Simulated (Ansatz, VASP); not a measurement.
**Two plane-wave programs on SnS2**

```xyz
3
Lattice="3.6686 0.0000 0.0000 -1.8343 3.1771 0.0000 0.0000 0.0000 5.8096" Properties=species:S:1:pos:R:3 pbc="T T T"
Sn    0.0000    0.0000    0.0000
S     0.0000    2.1181    1.4784
S     1.8343    1.0590    4.3313
```

Alike in both runs: functional PBE; dispersion D3(BJ); k mesh 9 × 9 × 6; occupations gaussian, width 0.02 eV; no spin polarisation.

Ansatz relaxed the structure, and its values are those at the end. VASP's run is a single point on that final structure, the one shown.

```csv
,VASP,Ansatz
version,VASP 6.6.1,Ansatz 0.2.0
potentials or method,"VASP PAW PBE potentials, release 64 (Sn_d, S), cutoff 520 eV","scalar-relativistic, plane waves, PAW"
valence electrons in the cell,26,26
```

VASP gave:

| Item | Value |
| --- | --- |
| gap on the k mesh at the Fermi level (eV) | 1.25 |
| least direct gap on the mesh (eV) | 1.74 |
| pressure (GPa) | -0.1 |

Problem. Which values does Ansatz return?

Solution. gap on the k mesh at the Fermi level (eV): 1.24; least direct gap on the mesh (eV): 1.71; pressure (GPa): 0.0.
